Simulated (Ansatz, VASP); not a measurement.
**Ti: VASP beside Ansatz**

File INCAR:

```
SYSTEM = Ti
  ALGO = Normal
  EDIFF = 1E-8
  ENCUT = 400
  GGA = CA
  GGA_COMPAT = .False.
  ISIF = 2
  ISMEAR = -1
  LASPH = .True.
  LCHARG = .False.
  LEFG = .True.
  LREAL = .False.
  LWAVE = .False.
  NBANDS = 12
  NELM = 120
  PREC = Accurate
  SIGMA = 0.05
```

KPOINTS

```
k-points
0
Gamma
  14 14 14
  0 0 0
```

POSCAR

```
Ti
1.0
    0.0406000000      2.0503000000      2.0503000000
    2.0503000000      0.0406000000      2.0503000000
    2.0503000000      2.0503000000      0.0406000000
Ti
1
Direct
    0.0000000000      0.0000000000      0.0000000000
```

Input for Ansatz:

```yaml
crystal:
  lattice:
    - [0.0406, 2.0503, 2.0503]
    - [2.0503, 0.0406, 2.0503]
    - [2.0503, 2.0503, 0.0406]
  atoms:
    - { symbol: Ti, position: [0.0, 0.0, 0.0] }
kpoints:
  mp_grid: { grid: [14, 14, 14] }
scf:
  occupations: { method: fermi_dirac, width: 0.05 }
hamiltonian:
  xc: lda
  pseudopotentials: { kind: all_electron, datasets: crystal }
output:
  forces: true
  stress: true
  eigenvalues: true
  efg: { contact_densities: true }
```

Change from the starting cell: equal xy, yz and zx shear strains of +2 %, crystal datasets.

Alike in both runs: task electric field gradients; functional LDA; k mesh 14 × 14 × 14; occupations fermi-dirac, width 0.05 eV; no spin polarisation.

|  | VASP | Ansatz |
| --- | --- | --- |
| version | VASP 6.6.1 | Ansatz 0.2.0 |
| potentials or method | VASP PAW LDA potentials, release 64 (Ti_sv), cutoff 400 eV | all-electron PAW with datasets made for the crystal, scalar-relativistic |

|  | VASP | Ansatz | Ansatz less VASP |
| --- | --- | --- | --- |
| pressure (GPa) | -5.7 | -4.8 | +0.87 |
| traceless stress, the component that is largest in VASP (GPa) | -0.98 | -0.98 | +0.002 |
| size of Vzz on the site where it differs most (V/Å²) | 8.1 | 7.8 | -0.23 |

LDA's correlation is that of Perdew and Zunger in VASP and of Perdew and Wang (1992) in Ansatz. Ansatz ran all-electron here, and VASP with PAW potentials.
